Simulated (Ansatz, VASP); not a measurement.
One calculation of Sr2ZnWF6, two programs

```
Zn W F Sr
1.0
     0.00000    4.20498    4.20498
     4.20498    0.00000    4.20498
     4.20498    4.20498    0.00000
Zn W F Sr
1 1 6 2
Cartesian
  4.2050 4.2050 4.2050
  0.0000 0.0000 0.0000
  2.3127 4.2050 4.2050
  4.2050 2.3127 4.2050
  6.0972 4.2050 4.2050
  4.2050 6.0972 4.2050
  4.2050 4.2050 2.3127
  4.2050 4.2050 6.0972
  2.1025 2.1025 2.1025
  6.3075 6.3075 6.3075
```

Alike in both runs: task single point; functional PBE; k mesh 4 × 4 × 4; no spin polarisation.

```csv
,VASP,Ansatz
version,VASP 6.6.1,Ansatz 0.2.0
potentials or method,"VASP PAW PBE potentials, release 64 (Zn, W_sv, F, Sr_sv), cutoff 520 eV",PAW plane waves
occupations,"fermi-dirac, width 0.1 eV",fermi-dirac
valence electrons in the cell,88,88
```

|  | VASP | Ansatz | Ansatz less VASP |
| --- | --- | --- | --- |
| gap on the k mesh at the Fermi level (eV) | none | none | - |
| pressure (GPa) | 8.7 | 8.2 | -0.49 |
| rms of the force components (eV/Å) | 0.803 | 0.760 | -0.0435 |

Atom by atom the forces differ by 0.044 eV/Å (rms over components). A gap of «none» marks a metal or a gap that the smearing closes.

Neither program's run includes spin-orbit coupling.
